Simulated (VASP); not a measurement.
A run of VASP 6.6.1 is set up as follows.

Contents of INCAR:

```
SYSTEM = AlOs
PREC = Accurate
ENCUT = 520
EDIFF = 1E-6
ISMEAR = -1
SIGMA = 0.1
LREAL = .FALSE.
LASPH = .TRUE.
NELM = 100
ALGO = Normal
ISIF = 2
LWAVE = .FALSE.
LCHARG = .FALSE.
NBANDS = 12
```

The input KPOINTS:

```
regular mesh
0
G
  12 12 12
  0 0 0
```

The input POSCAR:

```
AlOs
1.0
    2.9730235371      0.0000000000      0.0000000000
    0.0000000000      2.9730235371      0.0000000000
    0.0000000000      0.0000000000      2.9730235371
Al Os
1 1
Direct
    0.0000000000      0.0000000000      0.0000000000
    0.5000000000      0.5000000000      0.5000000000
```

Potentials or basis: VASP PAW LDA potentials, release 64 (Al, Os).

Command:

```console
$ cat potpaw_LDA.64/Al/POTCAR potpaw_LDA.64/Os/POTCAR > POTCAR
$ mpirun -np 1 vasp_std > vasp.out
```

(1) What does it give for the pressure?

## Answers

(1) 0.9 GPa.
